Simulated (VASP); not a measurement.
# KBr (P1) in VASP: single point with PBE

Aim: the single point of KBr with PBE.

All numbers are computed with VASP 6.6.1; they aren't measurements. Logs are shortened: lines on timing, memory, paths and dates and some standing lists are left out, and cuts for length are marked.

### Step 1. The cell of the first run

The typed cell holds 4 atoms: a = 4.043 Å, b = 5.718 Å, c = 5.718 Å, α = 90.00°, β = 90.00°, γ = 90.00°.

### Step 2. Single point, PBE (atoms moved at random)

The input, INCAR:

```
PREC     = Accurate       # precision mode
ENCUT    = 520            # plane-wave cutoff, eV
EDIFF    = 1E-6           # SCF threshold, eV
ISMEAR   = 0              # smearing method
SIGMA    = 0.05           # smearing width, eV
LREAL    = F              # projectors in reciprocal space
LASPH    = T              # aspherical terms in the spheres
NELM     = 80             # most SCF steps
ALGO     = Normal         # electronic algorithm
ISIF     = 2              # what is computed and relaxed
LWAVE    = F              # write WAVECAR
LCHARG   = F              # write CHGCAR
GGA      = PE             # functional
NBANDS   = 24             # bands
```

The input, KPOINTS:

```
Automatic mesh
0
Gamma
  6 4 4
```

The input, POSCAR:

```
KBr
1.0
   -4.0434990000      0.0000000000      0.0000000000
    0.0000000000      4.0434990000      4.0434990000
    0.0000000000      4.0434990000     -4.0434990000
K Br
2 2
Direct
    0.0012358915      0.0149294317     -0.0057195102
    0.0151323400      0.4978444640      0.5052972267
    0.4839447390      0.4932075625     -0.0008165507
    0.4996870295     -0.0059814582      0.5012388341
```

Potentials or basis: VASP PAW PBE potentials, release 64 (K_sv, Br).

Launch:

```
$ cat potpaw_PBE.64/K_sv/POTCAR potpaw_PBE.64/Br/POTCAR > POTCAR
$ mpirun -np 1 vasp_std > vasp.out
```

OUTCAR:

```text
PREC = Accurate
   ENCUT = 520
   EDIFF = 1E-6
   ISMEAR = 0
   LREAL = F
   LASPH = T
   NELM = 80
   ISIF = 2
   GGA = PE

 ion  position               nearest neighbor table
   1  0.001  0.015  0.994-
   2  0.015  0.498  0.505-
   3  0.484  0.493  0.999-
   4  0.500  0.994  0.501-

  LATTYP: Found a simple tetragonal cell.
 ALAT       =     5.7183711252
 C/A-ratio  =     0.7071067812

  Lattice vectors:

 A1 = (   0.0000000000,   4.0434990000,   4.0434990000)
 A2 = (   0.0000000000,   4.0434990000,  -4.0434990000)
 A3 = (  -4.0434990000,   0.0000000000,   0.0000000000)

Analysis of symmetry for initial positions (statically):
=====================================================================
 Subroutine PRICEL returns:
 Original cell was already a primitive cell.

 Routine SETGRP: Setting up the symmetry group for a
 simple tetragonal supercell.

 Subroutine GETGRP returns: Found  1 space group operations
 (whereof  1 operations were pure point group operations)
 out of a pool of 16 trial point group operations.

The static configuration has the point symmetry C_1 .

Analysis of symmetry for dynamics (positions and initial velocities):
=====================================================================
 Subroutine PRICEL returns:
 Original cell was already a primitive cell.

 Routine SETGRP: Setting up the symmetry group for a
 simple tetragonal supercell.

 Subroutine GETGRP returns: Found  1 space group operations
 (whereof  1 operations were pure point group operations)
 out of a pool of 16 trial point group operations.

The dynamic configuration has the point symmetry C_1 .

 Subroutine INISYM returns: Found  1 space group operations
 (whereof  1 operations are pure point group operations),
 and found     1 'primitive' translations

----------------------------------------------------------------------------------------

                                     Primitive cell

  volume of cell :     132.2215

  direct lattice vectors                    reciprocal lattice vectors
    -4.043499000  0.000000000  0.000000000    -0.247310559  0.000000000  0.000000000
     0.000000000  4.043499000  4.043499000     0.000000000  0.123655280  0.123655280
     0.000000000  4.043499000 -4.043499000     0.000000000  0.123655280 -0.123655280

  length of vectors
     4.043499000  5.718371125  5.718371125     0.247310559  0.174874974  0.174874974

  position of ions in fractional coordinates (direct lattice)
     0.001235892  0.014929432  0.994280490
     0.015132340  0.497844464  0.505297227
     0.483944739  0.493207562  0.999183449
     0.499687030  0.994018542  0.501238834

  ion indices of the primitive-cell ions
   primitive index   ion index
                 1           1
                 2           2
                 3           3
                 4           4

----------------------------------------------------------------------------------------

 KPOINTS: Automatic mesh

Automatic generation of k-mesh.
 Grid dimensions read from file:
 generate k-points for:    6    4    4

 Generating k-lattice:

  Cartesian coordinates                     Fractional coordinates (reciprocal lattice)
    -0.041218427  0.000000000  0.000000000     0.166666667  0.000000000  0.000000000
     0.000000000  0.030913820  0.030913820     0.000000000  0.250000000  0.000000000
     0.000000000  0.030913820 -0.030913820     0.000000000  0.000000000  0.250000000

  Length of vectors
     0.041218427  0.043718743  0.043718743

  Shift w.r.t. Gamma in fractional coordinates (k-lattice)
     0.000000000  0.000000000  0.000000000

 Subroutine IBZKPT returns following result:
 ===========================================

 Found     52 irreducible k-points:

 Following reciprocal coordinates:
            Coordinates               Weight
  0.000000  0.000000  0.000000      1.000000
  0.166667  0.000000  0.000000      2.000000
  0.333333  0.000000  0.000000      2.000000
  0.500000  0.000000  0.000000      1.000000
  0.000000  0.250000  0.000000      2.000000
  0.000000  0.000000  0.250000      2.000000
[... 16 lines left out ...]
  0.500000  0.500000  0.000000      1.000000
  0.500000  0.000000  0.500000      1.000000
 [... further k-points ...]
   k-points           NKPTS =     52   k-points in BZ     NKDIM =     52   number of bands    NBANDS=     24
   number of dos      NEDOS =    301   number of ions     NIONS =      4
   total plane-waves  NPLWV =  69120
   dimension x,y,z NGX =    30 NGY =   48 NGZ =   48
   dimension x,y,z NGXF=    60 NGYF=   96 NGZF=   96
   ions per type =               2   2
   NGX,Y,Z   is equivalent  to a cutoff of  12.33, 13.95, 13.95 a.u.
   NGXF,Y,Z  is equivalent  to a cutoff of  24.67, 27.91, 27.91 a.u.
 SYSTEM =  unknown system
   PREC   = accura    normal or accurate (medium, high low for compatibility)
   ISTART =      0    job   : 0-new  1-cont  2-samecut
   ICHARG =      2    charge: 1-file 2-atom 10-const
   ISPIN  =      1    spin polarized calculation?
   LNONCOLLINEAR =      F non collinear calculations
   LSORBIT =      F    spin-orbit coupling
   LASPH  =      T    aspherical Exc in radial PAW
   ENCUT  =  520.0 eV  38.22 Ry    6.18 a.u.   7.52 10.63 10.63*2*pi/ulx,y,z
   NELM   =     80;   NELMIN=  2; NELMDL= -5     # of ELM steps
   EDIFF  = 0.1E-05   stopping-criterion for ELM
   LREAL  =      F    real-space projection
   EDIFFG = 0.1E-04   stopping-criterion for IOM
   NSW    =      0    number of steps for IOM
   IBRION =     -1    ionic relax: 0-MD 1-quasi-New 2-CG
   NFREE  =      0    steps in history (QN), initial steepest desc. (CG)
   ISIF   =      2    stress and relaxation
   ISYM   =      2    0-nonsym 1-usesym 2-fastsym
   POTIM  = 0.5000    time-step for ionic-motion
   TEBEG  =    0.0;   TEEND  =   0.0 temperature during run
   PSTRESS=    0.0 pullay stress
   NELECT =      32.0000    total number of electrons
   NUPDOWN=      -1.0000    fix difference up-down
   EMIN   =  10.00;   EMAX   =-10.00  energy-range for DOS
   EFERMI =   0.00;   METHOD = LEGACY
   ISMEAR =     0;   SIGMA  =   0.05  broadening in eV -4-tet -1-fermi 0-gaus
   EFERMI_NEDOS =   21; number of points for ismear=-14 and -15
   IALGO  =     38    algorithm
   IMIX   =      4    mixing-type and parameters
     AMIX     =   0.40;   BMIX     =  1.00
     AMIX_MAG =   1.60;   BMIX_MAG =  1.00
  volume/ion in A,a.u.               =      33.06       223.07
  Fermi-wavevector in a.u.,A,eV,Ry     =   1.020213  1.927923 14.161412  1.040834
  Thomas-Fermi vector in A             =   2.153770
   LORBIT       =      0    0 simple, 1 ext, 2 COOP (PROOUT), +10 PAW based schemes
   GGA     = PE    functional components
   LHFCALC =     F    Hartree Fock is set to
   AEXX    =    0.0000 exact exchange contribution
   IVDW    =     0    specifies the selected vdW correction
   LEPSILON=     F    determine dielectric tensor
   LRPA    =     F    only Hartree local field effects (RPA)
 non-spin polarized calculation
 Gauss-broadening in eV      SIGMA  =   0.05
  energy-cutoff  :      520.00
  volume of cell :      132.22
 maximum number of plane-waves:      3600
   NGX = 15   NGY = 21   NGZ = 21

 number of electron      32.0000001 magnetization

 Free energy of the ion-electron system (eV)
  ---------------------------------------------------
  ext. energy  EPLUGINS =         0.00000000
  ---------------------------------------------------
  free energy    TOTEN  =       -12.14566044 eV

  energy without entropy =      -12.14566044  energy(sigma->0) =      -12.14566044

 E-fermi :  -0.4521     XC(G=0):  -7.8218

 val. band max:       -0.7692085409   @ k =   0.0000   0.0000   0.0000
 cond. band min:       3.1033626403   @ k =   0.0000   0.0000   0.0000
 fundamental gap:      3.8725711812
 Fermi energy:        -0.4521060703

 k-point     1 :       0.0000    0.0000    0.0000
  band No.  band energies     occupation
      1     -29.4283      2.00000
      2     -29.4070      2.00000
      3     -13.5455      2.00000
      4     -13.3112      2.00000
      5     -12.9943      2.00000
      6     -12.9845      2.00000
[... 16 lines left out ...]
     23       7.2984      0.00000
     24       8.8430      0.00000

 k-point     2 :       0.1667    0.0000    0.0000
  band No.  band energies     occupation
      1     -29.4258      2.00000
      2     -29.4047      2.00000
      3     -13.5930      2.00000
      4     -13.2791      2.00000
      5     -12.9870      2.00000
      6     -12.9783      2.00000
[... 16 lines left out ...]
     23       7.1076      0.00000
     24       8.8109      0.00000

 k-point     3 :       0.3333    0.0000    0.0000
  band No.  band energies     occupation
      1     -29.4208      2.00000
      2     -29.4002      2.00000
      3     -13.6799      2.00000
      4     -13.2119      2.00000
      5     -12.9719      2.00000
      6     -12.9662      2.00000
[... 16 lines left out ...]
     23       7.9661      0.00000
     24       8.6859      0.00000

 k-point     4 :       0.5000    0.0000    0.0000
  band No.  band energies     occupation
      1     -29.4182      2.00000
      2     -29.3979      2.00000
      3     -13.7206      2.00000
      4     -13.1763      2.00000
      5     -12.9647      2.00000
      6     -12.9611      2.00000
[... 16 lines left out ...]
     23       8.0676      0.00000
     24       8.6529      0.00000

 k-point     5 :       0.0000    0.2500    0.0000
  band No.  band energies     occupation
      1     -29.4256      2.00000
      2     -29.4095      2.00000
      3     -13.5874      2.00000
      4     -13.4615      2.00000
      5     -12.9741      2.00000
      6     -12.8718      2.00000
[... 16 lines left out ...]
     23       7.8045      0.00000
     24       8.3404      0.00000

 k-point     6 :       0.0000    0.0000    0.2500
  band No.  band energies     occupation
      1     -29.4256      2.00000
      2     -29.4096      2.00000
      3     -13.5880      2.00000
      4     -13.4616      2.00000
      5     -12.9727      2.00000
      6     -12.8727      2.00000
[... 16 lines left out ...]
     23       7.8117      0.00000
     24       8.3486      0.00000
[... 379 lines left out ...]
 k-point    21 :       0.3333    0.5000    0.0000
  band No.  band energies     occupation
      1     -29.4145      2.00000
      2     -29.4062      2.00000
      3     -13.4898      2.00000
      4     -13.4558      2.00000
      5     -12.9333      2.00000
      6     -12.9259      2.00000
[... 16 lines left out ...]
     23       7.0829      0.00000
     24       7.2339      0.00000

 k-point    22 :       0.3333    0.0000    0.5000
  band No.  band energies     occupation
      1     -29.4142      2.00000
      2     -29.4065      2.00000
      3     -13.4896      2.00000
      4     -13.4587      2.00000
      5     -12.9337      2.00000
      6     -12.9277      2.00000
[... 16 lines left out ...]
     23       7.0801      0.00000
     24       7.1737      0.00000

 k-point    23 :       0.5000    0.5000    0.0000
  band No.  band energies     occupation
      1     -29.4121      2.00000
      2     -29.4038      2.00000
      3     -13.4614      2.00000
      4     -13.4115      2.00000
      5     -12.9236      2.00000
      6     -12.9084      2.00000
[... 16 lines left out ...]
     23       7.6852      0.00000
     24       7.8149      0.00000

 k-point    24 :       0.5000    0.0000    0.5000
  band No.  band energies     occupation
      1     -29.4119      2.00000
      2     -29.4041      2.00000
      3     -13.4585      2.00000
      4     -13.4183      2.00000
      5     -12.9264      2.00000
      6     -12.9126      2.00000
[... 16 lines left out ...]
     23       7.6701      0.00000
     24       7.7517      0.00000

 [... further k-points ...]

------------------------ aborting loop because EDIFF is reached ----------------------------------------

  FORCE on cell =-STRESS in cart. coord.  units (eV):
  Direction    XX          YY          ZZ          XY          YZ          ZX
  --------------------------------------------------------------------------------------
  -------------------------------------------------------------------------------------
  Total        0.0393810      0.0340384      0.0457504     -0.0411130      0.0142755     -0.0186471
  in kB        0.4771947      0.4124558      0.5543752     -0.4981818      0.1729813     -0.2259542
  external PRESSURE =       0.4813419 kB  Pullay stress =       0.0000000 kB

 VOLUME and BASIS-vectors are now :
 -----------------------------------------------------------------------------
  energy-cutoff  :      520.00
  volume of cell :      132.22
      direct lattice vectors                 reciprocal lattice vectors
    -4.043499000  0.000000000  0.000000000    -0.247310559  0.000000000  0.000000000
     0.000000000  4.043499000  4.043499000     0.000000000  0.123655280  0.123655280
     0.000000000  4.043499000 -4.043499000     0.000000000  0.123655280 -0.123655280

 POSITION                                       TOTAL-FORCE (eV/Angst)
 -----------------------------------------------------------------------------------
     -0.00500      4.08074     -3.96001         0.029361     -0.047647     -0.114411
     -0.06119      4.05620     -0.03014         0.047473     -0.012070      0.053758
     -1.95683      6.03448     -2.04591        -0.046278      0.058524      0.029103
     -2.02048      6.04607      1.99255        -0.030556      0.001193      0.031549
 -----------------------------------------------------------------------------------
    total drift:                                0.000002     -0.000038     -0.000025

  FREE ENERGIE OF THE ION-ELECTRON SYSTEM (eV)
  ---------------------------------------------------
  free  energy   TOTEN  =       -12.1456604395 eV

  energy  without entropy=      -12.1456604395  energy(sigma->0) =      -12.14566044
```

It took 2.9 min on 1 thread of AMD EPYC 7R13 (Zen 3), shared host; peak memory 0.3 GiB.

What came out:

| Property | Result |
| --- | --- |
| Free energy | -12.1457 eV |
| Pressure | 0.0 GPa |
| Largest force | 0.127 eV/Å |
| Band gap on the k mesh | 3.87 eV |

Forces in eV/Å, atoms in the order of the input:
```
K    0.029 -0.048 -0.114
K    0.047 -0.012  0.054
Br  -0.046  0.059  0.029
Br  -0.031  0.001  0.032
```

Levels at points of the mesh, in eV from the valence-band top:
```
           k point  band 13  band 14  band 15  band 16  band 17  band 18  band 19  band 20
(0.00, 0.00, 0.00)    -0.26    -0.26    -0.26     0.00     3.87     5.24     5.87     5.88
(0.50, 0.00, 0.00)    -1.41    -1.41    -0.23    -0.23     6.49     7.17     7.39     7.40
(0.00, 0.50, 0.00)    -0.91    -0.90    -0.19    -0.17     5.77     5.78     6.60     6.63
(0.00, 0.00, 0.50)    -0.91    -0.89    -0.18    -0.18     5.77     5.78     6.59     6.61
(0.50, 0.50, 0.00)    -0.89    -0.86    -0.78    -0.77     6.52     6.64     7.15     7.16
(0.50, 0.00, 0.50)    -0.90    -0.87    -0.78    -0.76     6.52     6.62     7.17     7.19
(0.00, 0.50, 0.50)    -0.23    -0.23    -0.22    -0.22     6.48     6.49     7.17     7.17
(0.50, 0.50, 0.50)    -1.37    -1.37     0.00     0.00     5.24     5.24     6.51     6.52
```

Caveat: the cell differs from its parent crystal (atoms moved at random).
